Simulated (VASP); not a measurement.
A run of VASP 6.6.1 is set up as follows.

Contents of POSCAR:

```
RuF2
1.0
    1.4766179400      0.8525257600      4.4643721500
   -1.4766179400      0.8525257600      4.4643721500
    0.0000000000     -1.7050515300      4.4643721500
Ru F
1 2
Direct
    0.0000000000      0.0000000000      0.0000000000
    0.2520000000      0.2520000000      0.2520000000
    0.7480000000      0.7480000000      0.7480000000
```

File INCAR.step1:

```
SYSTEM = RuF2
PREC     = Accurate       ! precision mode
ENCUT    = 520            ! plane-wave cutoff, eV
ISMEAR   = 0              ! smearing method
SIGMA    = 0.05           ! smearing width, eV
LREAL    = .False.        ! projectors in reciprocal space
LASPH    = .True.         ! aspherical terms in the spheres
NELM     = 150            ! most SCF steps
LMAXMIX  = 4              ! l up to which the mixer works
LDAU     = .True.         ! DFT+U
LDAUTYPE = 2            
LDAUL    = 2 -1           ! shell
LDAUU    = 4 0            ! U, eV
LDAUJ    = 0 0          
NBANDS   = 21             ! bands
GGA      = PE             ! functional
ALGO     = Normal         ! electronic algorithm
EDIFF    = 1E-4           ! SCF threshold, eV
LWAVE    = .True.         ! write WAVECAR
LCHARG   = .False.        ! write CHGCAR
```

The input INCAR.step2:

```
SYSTEM = RuF2
PREC     = Accurate       ! precision mode
ENCUT    = 520            ! plane-wave cutoff, eV
EDIFF    = 1E-6           ! SCF threshold, eV
ISMEAR   = 0              ! smearing method
SIGMA    = 0.05           ! smearing width, eV
LREAL    = .False.        ! projectors in reciprocal space
LASPH    = .True.         ! aspherical terms in the spheres
NELM     = 150            ! most SCF steps
ALGO     = Normal         ! electronic algorithm
ISIF     = 2              ! what is computed and relaxed
LWAVE    = .False.        ! write WAVECAR
LCHARG   = .True.         ! write CHGCAR
LMAXMIX  = 4              ! l up to which the mixer works
LDAU     = .True.         ! DFT+U
LDAUTYPE = 2            
LDAUL    = 2 -1           ! shell
LDAUU    = 4 0            ! U, eV
LDAUJ    = 0 0          
LDAUPRINT= 1            
METAGGA  = R2SCAN         ! meta-GGA
LMIXTAU  = .True.       
LELF     = .True.         ! ELF
LVHAR    = .True.       
NBANDS   = 21             ! bands
ISTART   = 1
```

File KPOINTS:

```
regular mesh
0
Gamma
  7 7 7
  0 0 0
```

Potentials or basis: VASP PAW PBE potentials, release 64 (Ru_pv, F).

The run is started by

```console
$ cat potpaw_PBE.64/Ru_pv/POTCAR potpaw_PBE.64/F/POTCAR > POTCAR
$ cp INCAR.step1 INCAR
$ mpirun -np 1 vasp_std > vasp.out
$ cp INCAR.step2 INCAR
$ mpirun -np 1 vasp_std > vasp.out
```

Task: What does it give for the largest force?

Result: 1.960 eV/Å.

Task: Predict the pressure.

Result: 34.4 GPa.

Eigenvalues of the final occupation matrices:
```csv
site,spin,trace,eigenvalues
site 1 d,1,3.11,0.18 0.18 0.92 0.92 0.92
site 1 d,2,3.11,0.18 0.18 0.92 0.92 0.92
```

Caveat: the PAW data sets were made with another functional, which shifts forces and pressure a little.
